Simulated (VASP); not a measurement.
Input of a VASP 6.6.1 run:

The input INCAR:

```
SYSTEM = Si16B
PREC = Accurate ; ENCUT = 520
EDIFF = 1E-6 ; ISMEAR = -1
SIGMA = 0.02 ; LREAL = Auto
LASPH = .True. ; NELM = 150
ALGO = Normal ; ISIF = 2
LWAVE = .False. ; LCHARG = .False.
ISPIN = 2 ; MAGMOM = 0 0 0 0 0 0 0 0 0 0 0 0 0 0 0 0 1
LORBIT = 11 ; GGA = PE
IVDW = 12 ; NBANDS = 52
```

Contents of KPOINTS:

```
regular mesh
0
Gamma
  2 2 2
  0 0 0
```

The input POSCAR:

```
Si16B
1.0
    0.0000000000      5.4300000000      5.4300000000
    5.4300000000      0.0000000000      5.4300000000
    5.4300000000      5.4300000000      0.0000000000
Si B
16 1
Direct
   -0.0005633458      0.0003242059     -0.0024470422
    0.1271201933      0.1270028089      0.1273559607
   -0.0023875457     -0.0026228321      0.5026059948
    0.1283722570      0.1283953446      0.6148445054
   -0.0026155099      0.5023298169     -0.0022058750
    0.1278579578      0.6165962603      0.1279550081
   -0.0020676539      0.5023356286      0.5026910179
    0.1241410639      0.6253268222      0.6254491450
    0.5024163095     -0.0028018436     -0.0021538567
    0.6159698424      0.1280349515      0.1281100462
    0.5022888131     -0.0021208953      0.5026053299
    0.6254948007      0.1237336308      0.6254913168
    0.5026380391      0.5026005513     -0.0019593359
    0.6251841731      0.6250549490      0.1251120990
    0.5001721471      0.4998151256      0.5010627823
    0.6257925629      0.6258181174      0.6256432979
    0.2485648957      0.2509149581      0.2433897057
```

Potentials or basis: VASP PAW PBE potentials, release 64 (Si, B).

The run is started by

```bash
$ cat potpaw_PBE.64/Si/POTCAR potpaw_PBE.64/B/POTCAR > POTCAR
$ mpirun -np 1 vasp_std > vasp.out
```

Q: What does it give for the dispersion energy per atom?

A: -0.314 eV.

Q: What does it give for the net moment?

A: 0.00 μB per cell.

Q: Estimate the largest force.

A: 0.026 eV/Å.

Q: Predict the pressure.

A: 0.5 GPa.

Forces in eV/Å, atoms in the order of the input:
```
Si   0.012  0.018 -0.014
Si  -0.009 -0.006 -0.014
Si  -0.008 -0.013  0.017
Si  -0.004 -0.003  0.012
Si  -0.003  0.026  0.006
Si   0.004  0.009  0.004
Si  -0.011 -0.022  0.003
Si   0.001  0.002 -0.009
Si   0.022 -0.008  0.007
Si   0.009  0.001  0.001
Si  -0.017 -0.008  0.004
Si   0.004  0.002 -0.008
Si  -0.012 -0.017 -0.016
Si  -0.012 -0.013  0.000
Si   0.010  0.015  0.005
Si   0.010  0.013 -0.004
B    0.004  0.004  0.008
```

Caveat: the k points lie up to 0.50 Å⁻¹ apart.
